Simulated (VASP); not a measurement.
# Sb (Im-3m) in VASP: notebook

The runs below take Sb through single point, with PBE.

Everything below comes from runs of VASP 6.6.1. Logs are shortened: lines on timing, memory, paths and dates and some standing lists are left out, and cuts for length are marked.

## Step 1: The cell of the first run

Symmetry: Im-3m, No. 229, cubic system. Conventional cell: a = 3.743 Å, b = 3.743 Å, c = 3.743 Å, α = 90.00°, β = 90.00°, γ = 90.00°. Sb (site symmetry m-3m) has 14 Sb at 3.24 to 3.74 Å within 4.3 Å.

## Step 2: Single point, PBE

File INCAR:

```
SYSTEM = Sb
  PREC = Accurate
  ENCUT = 520
  EDIFF = 1E-6
  ISMEAR = 0
  SIGMA = 0.024
  LREAL = .False.
  LASPH = .True.
  NELM = 80
  ALGO = Normal
  ISIF = 2
  LWAVE = .False.
  LCHARG = .False.
  GGA = PE
  NBANDS = 8
```

File KPOINTS:

```
regular mesh
0
Gamma
  10 10 10
  0 0 0
```

File POSCAR:

```
Sb
1.0
   -1.8713408863      1.8713408863      1.8713408863
    1.8713408863     -1.8713408863      1.8713408863
    1.8713408863      1.8713408863     -1.8713408863
Sb
1
Direct
    0.0000000000      0.0000000000      0.0000000000
```

Potentials or basis: VASP PAW PBE potentials, release 64 (Sb).

On the command line:

```
$ cat potpaw_PBE.64/Sb/POTCAR > POTCAR
$ mpirun -np 1 vasp_std > vasp.out
```

OUTCAR:

```text
SYSTEM = Sb
   PREC = Accurate
   ENCUT = 520
   EDIFF = 1E-6
   ISMEAR = 0
   LREAL = .False.
   LASPH = .True.
   NELM = 80
   ISIF = 2
   GGA = PE

 ion  position               nearest neighbor table
   1  0.000  0.000  0.000-

  LATTYP: Found a body centered cubic cell.
 ALAT       =     3.7426817726

  Lattice vectors:

 A1 = (  -1.8713408863,   1.8713408863,   1.8713408863)
 A2 = (   1.8713408863,  -1.8713408863,   1.8713408863)
 A3 = (   1.8713408863,   1.8713408863,  -1.8713408863)

Analysis of symmetry for initial positions (statically):
=====================================================================
 Subroutine PRICEL returns:
 Original cell was already a primitive cell.

 Routine SETGRP: Setting up the symmetry group for a
 body centered cubic supercell.

 Subroutine GETGRP returns: Found 48 space group operations
 (whereof 48 operations were pure point group operations)
 out of a pool of 48 trial point group operations.

The static configuration has the point symmetry O_h .

Analysis of symmetry for dynamics (positions and initial velocities):
=====================================================================
 Subroutine PRICEL returns:
 Original cell was already a primitive cell.

 Routine SETGRP: Setting up the symmetry group for a
 body centered cubic supercell.

 Subroutine GETGRP returns: Found 48 space group operations
 (whereof 48 operations were pure point group operations)
 out of a pool of 48 trial point group operations.

The dynamic configuration has the point symmetry O_h .

 Subroutine INISYM returns: Found 48 space group operations
 (whereof 48 operations are pure point group operations),
 and found     1 'primitive' translations

----------------------------------------------------------------------------------------

                                     Primitive cell

  volume of cell :      26.2131

  direct lattice vectors                    reciprocal lattice vectors
    -1.871340886  1.871340886  1.871340886     0.000000000  0.267188092  0.267188092
     1.871340886 -1.871340886  1.871340886     0.267188092  0.000000000  0.267188092
     1.871340886  1.871340886 -1.871340886     0.267188092  0.267188092  0.000000000

  length of vectors
     3.241257493  3.241257493  3.241257493     0.377861023  0.377861023  0.377861023

  position of ions in fractional coordinates (direct lattice)
     0.000000000  0.000000000  0.000000000

  ion indices of the primitive-cell ions
   primitive index   ion index
                 1           1

----------------------------------------------------------------------------------------

 KPOINTS: regular mesh

Automatic generation of k-mesh.
 Grid dimensions read from file:
 generate k-points for:   10   10   10

 Generating k-lattice:

  Cartesian coordinates                     Fractional coordinates (reciprocal lattice)
     0.000000000  0.026718809  0.026718809     0.100000000  0.000000000  0.000000000
     0.026718809  0.000000000  0.026718809     0.000000000  0.100000000  0.000000000
     0.026718809  0.026718809  0.000000000     0.000000000  0.000000000  0.100000000

  Length of vectors
     0.037786102  0.037786102  0.037786102

  Shift w.r.t. Gamma in fractional coordinates (k-lattice)
     0.000000000  0.000000000  0.000000000

 Subroutine IBZKPT returns following result:
 ===========================================

 Found     47 irreducible k-points:

 Following reciprocal coordinates:
            Coordinates               Weight
  0.000000  0.000000  0.000000      1.000000
  0.100000  0.000000  0.000000     12.000000
  0.200000  0.000000  0.000000     12.000000
  0.300000  0.000000  0.000000     12.000000
  0.400000  0.000000  0.000000     12.000000
  0.500000  0.000000  0.000000      6.000000
[... 16 lines left out ...]
  0.300000  0.300000  0.100000      8.000000
 -0.300000  0.300000  0.100000     24.000000
 [... further k-points ...]
   k-points           NKPTS =     47   k-points in BZ     NKDIM =     47   number of bands    NBANDS=      8
   number of dos      NEDOS =    301   number of ions     NIONS =      1
   total plane-waves  NPLWV =  13824
   dimension x,y,z NGX =    24 NGY =   24 NGZ =   24
   dimension x,y,z NGXF=    48 NGYF=   48 NGZF=   48
   ions per type =               1
   NGX,Y,Z   is equivalent  to a cutoff of  12.31, 12.31, 12.31 a.u.
   NGXF,Y,Z  is equivalent  to a cutoff of  24.62, 24.62, 24.62 a.u.
 SYSTEM =  Sb
   PREC   = accura    normal or accurate (medium, high low for compatibility)
   ISTART =      0    job   : 0-new  1-cont  2-samecut
   ICHARG =      2    charge: 1-file 2-atom 10-const
   ISPIN  =      1    spin polarized calculation?
   LNONCOLLINEAR =      F non collinear calculations
   LSORBIT =      F    spin-orbit coupling
   LASPH  =      T    aspherical Exc in radial PAW
   ENCUT  =  520.0 eV  38.22 Ry    6.18 a.u.   6.03  6.03  6.03*2*pi/ulx,y,z
   NELM   =     80;   NELMIN=  2; NELMDL= -5     # of ELM steps
   EDIFF  = 0.1E-05   stopping-criterion for ELM
   LREAL  =      F    real-space projection
   EDIFFG = 0.1E-04   stopping-criterion for IOM
   NSW    =      0    number of steps for IOM
   IBRION =     -1    ionic relax: 0-MD 1-quasi-New 2-CG
   NFREE  =      0    steps in history (QN), initial steepest desc. (CG)
   ISIF   =      2    stress and relaxation
   ISYM   =      2    0-nonsym 1-usesym 2-fastsym
   POTIM  = 0.5000    time-step for ionic-motion
   TEBEG  =    0.0;   TEEND  =   0.0 temperature during run
   PSTRESS=    0.0 pullay stress
   NELECT =       5.0000    total number of electrons
   NUPDOWN=      -1.0000    fix difference up-down
   EMIN   =  10.00;   EMAX   =-10.00  energy-range for DOS
   EFERMI =   0.00;   METHOD = LEGACY
   ISMEAR =     0;   SIGMA  =   0.02  broadening in eV -4-tet -1-fermi 0-gaus
   EFERMI_NEDOS =   21; number of points for ismear=-14 and -15
   IALGO  =     38    algorithm
   IMIX   =      4    mixing-type and parameters
     AMIX     =   0.40;   BMIX     =  1.00
     AMIX_MAG =   1.60;   BMIX_MAG =  1.00
  volume/ion in A,a.u.               =      26.21       176.89
  Fermi-wavevector in a.u.,A,eV,Ry     =   0.942378  1.780837 12.083018  0.888077
  Thomas-Fermi vector in A             =   2.069982
   LORBIT       =      0    0 simple, 1 ext, 2 COOP (PROOUT), +10 PAW based schemes
   GGA     = PE    functional components
   LHFCALC =     F    Hartree Fock is set to
   AEXX    =    0.0000 exact exchange contribution
   IVDW    =     0    specifies the selected vdW correction
   LEPSILON=     F    determine dielectric tensor
   LRPA    =     F    only Hartree local field effects (RPA)
 non-spin polarized calculation
 Gauss-broadening in eV      SIGMA  =   0.02
  energy-cutoff  :      520.00
  volume of cell :       26.21
 maximum number of plane-waves:       719
   NGX = 13   NGY = 13   NGZ = 13

 number of electron       4.9999999 magnetization

 Free energy of the ion-electron system (eV)
  ---------------------------------------------------
  ext. energy  EPLUGINS =         0.00000000
  ---------------------------------------------------
  free energy    TOTEN  =        -3.88511175 eV

  energy without entropy =       -3.88432969  energy(sigma->0) =       -3.88472072

 E-fermi :   8.7892     XC(G=0): -10.3448

 val. band max:        8.7771801923   @ k =  -0.3000   0.4000   0.1000
 cond. band min:       8.7995893454   @ k =   0.3000   0.1000   0.1000
 fundamental gap:      0.0224091531
 Fermi energy:         8.7891571996

 k-point     1 :       0.0000    0.0000    0.0000
  band No.  band energies     occupation
      1      -4.2464      2.00000
      2      14.5123      0.00000
      3      14.5123      0.00000
      4      14.5123      0.00000
      5      19.4594      0.00000
      6      19.4594      0.00000
      7      19.4594      0.00000
      8      20.6256      0.00000

 k-point     2 :       0.1000    0.0000    0.0000
  band No.  band energies     occupation
      1      -4.0316      2.00000
      2      12.9470      0.00000
      3      13.8367      0.00000
      4      14.3218      0.00000
      5      18.3205      0.00000
      6      18.4000      0.00000
      7      19.9909      0.00000
      8      20.3621      0.00000

 k-point     3 :       0.2000    0.0000    0.0000
  band No.  band energies     occupation
      1      -3.3911      2.00000
      2       9.9956      0.00000
      3      12.6022      0.00000
      4      13.8192      0.00000
      5      16.9684      0.00000
      6      17.2543      0.00000
      7      19.9293      0.00000
      8      20.9364      0.00000

 k-point     4 :       0.3000    0.0000    0.0000
  band No.  band energies     occupation
      1      -2.3462      2.00000
      2       7.0062      2.00000
      3      11.5129      0.00000
      4      13.2319      0.00000
      5      16.0380      0.00000
      6      16.4247      0.00000
      7      20.5951      0.00000
      8      21.7106      0.00000

 k-point     5 :       0.4000    0.0000    0.0000
  band No.  band energies     occupation
      1      -0.9955      2.00000
      2       4.4209      2.00000
      3      10.8024      0.00000
      4      12.7955      0.00000
      5      15.4973      0.00000
      6      15.9271      0.00000
      7      21.7453      0.00000
      8      22.7887      0.00000

 k-point     6 :       0.5000    0.0000    0.0000
  band No.  band energies     occupation
      1      -0.0451      2.00000
      2       3.0504      2.00000
      3      10.5575      0.00000
      4      12.6378      0.00000
      5      15.3202      0.00000
      6      15.7614      0.00000
      7      22.7338      0.00000
      8      24.1019      0.00000

 k-point     7 :       0.1000    0.1000    0.0000
  band No.  band energies     occupation
      1      -3.6038      2.00000
      2      11.0690      0.00000
      3      12.6428      0.00000
      4      13.6252      0.00000
      5      17.7121      0.00000
      6      18.0017      0.00000
      7      19.7141      0.00000
      8      20.6725      0.00000

 k-point     8 :       0.2000    0.1000    0.0000
  band No.  band energies     occupation
      1      -2.7593      2.00000
      2       8.4412      2.00000
      3      11.0949      0.00000
      4      12.8932      0.00000
      5      16.9132      0.00000
      6      17.8574      0.00000
      7      19.6351      0.00000
      8      22.2201      0.00000

 k-point     9 :       0.3000    0.1000   -0.0000
  band No.  band energies     occupation
      1      -1.5447      2.00000
      2       5.7430      2.00000
      3      10.0805      0.00000
      4      12.2890      0.00000
      5      16.2587      0.00000
      6      17.6410      0.00000
      7      20.1726      0.00000
      8      23.4931      0.00000

 k-point    10 :       0.4000    0.1000    0.0000
  band No.  band energies     occupation
      1      -0.2201      2.00000
      2       3.6225      2.00000
      3       9.5759      0.00000
      4      11.9552      0.00000
      5      15.9219      0.00000
      6      17.4308      0.00000
      7      21.3576      0.00000
      8      23.2105      0.00000
[... 78 lines left out ...]
 k-point    18 :       0.4000    0.1000    0.1000
  band No.  band energies     occupation
      1       0.2469      2.00000
      2       3.5220      2.00000
      3       8.4891      2.00000
      4      10.1323      0.00000
      5      18.1997      0.00000
      6      18.7061      0.00000
      7      23.3664      0.00000
      8      24.2513      0.00000

 k-point    19 :      -0.1000    0.1000    0.1000
  band No.  band energies     occupation
      1      -3.8170      2.00000
      2      12.6711      0.00000
      3      13.1426      0.00000
      4      13.1426      0.00000
      5      17.6409      0.00000
      6      19.0809      0.00000
      7      19.0809      0.00000
      8      19.7342      0.00000

 k-point    20 :       0.2000    0.2000    0.1000
  band No.  band energies     occupation
      1      -0.7966      2.00000
      2       5.6857      2.00000
      3       7.9720      2.00000
      4       9.6629      0.00000
      5      19.5343      0.00000
      6      20.4363      0.00000
      7      22.2060      0.00000
      8      22.8292      0.00000

 k-point    21 :       0.3000    0.2000    0.1000
  band No.  band energies     occupation
      1       0.3589      2.00000
      2       4.4212      2.00000
      3       6.8641      2.00000
      4       9.2114      0.00000
      5      19.6991      0.00000
      6      21.1401      0.00000
      7      22.6979      0.00000
      8      23.8240      0.00000

 k-point    22 :      -0.2000    0.2000    0.1000
  band No.  band energies     occupation
      1      -3.1780      2.00000
      2      10.0792      0.00000
      3      11.9089      0.00000
      4      12.6873      0.00000
      5      16.6697      0.00000
      6      18.2346      0.00000
      7      18.8534      0.00000
      8      21.4759      0.00000

 k-point    23 :       0.3000    0.3000    0.1000
  band No.  band energies     occupation
      1       0.8397      2.00000
      2       5.1294      2.00000
      3       5.1294      2.00000
      4       8.9350      0.00000
      5      20.4201      0.00000
      6      22.2400      0.00000
      7      22.2400      0.00000
      8      24.7400      0.00000

 k-point    24 :      -0.3000    0.3000    0.1000
  band No.  band energies     occupation
      1      -2.1362      2.00000
      2       7.1707      2.00000
      3      10.8362      0.00000
      4      12.2186      0.00000
      5      16.4954      0.00000
      6      17.4063      0.00000
      7      18.6206      0.00000
      8      23.8263      0.00000

 [... further k-points ...]
[... 5 lines left out ...]
  --------------------------------------------------------------------------------------
  -------------------------------------------------------------------------------------
  Total        0.4945252      0.4945252      0.4945252     -0.0000000     -0.0000000      0.0000000
  in kB       30.2259708     30.2259708     30.2259708     -0.0000000     -0.0000000      0.0000000
  external PRESSURE =      30.2259708 kB  Pullay stress =       0.0000000 kB

 VOLUME and BASIS-vectors are now :
 -----------------------------------------------------------------------------
  energy-cutoff  :      520.00
  volume of cell :       26.21
      direct lattice vectors                 reciprocal lattice vectors
    -1.871340886  1.871340886  1.871340886     0.000000000  0.267188092  0.267188092
     1.871340886 -1.871340886  1.871340886     0.267188092  0.000000000  0.267188092
     1.871340886  1.871340886 -1.871340886     0.267188092  0.267188092  0.000000000

 POSITION                                       TOTAL-FORCE (eV/Angst)
 -----------------------------------------------------------------------------------
      0.00000      0.00000      0.00000        -0.000000      0.000000      0.000000
 -----------------------------------------------------------------------------------
    total drift:                               -0.000000      0.000000     -0.000000

  FREE ENERGIE OF THE ION-ELECTRON SYSTEM (eV)
  ---------------------------------------------------
  free  energy   TOTEN  =        -3.8851117493 eV

  energy  without entropy=       -3.8843296907  energy(sigma->0) =       -3.88472072
```

It took 5.5 s on 1 thread of AMD EPYC 7R13 (Zen 3), shared host; peak memory 0.11 GiB.

What came out:

```yaml
Free_energy: -3.8851 eV
Pressure: 3.0 GPa
```

Caveat: spin-orbit coupling is left out, which moves the levels of the heavy elements.

(Part 1 of 2 ends here.)
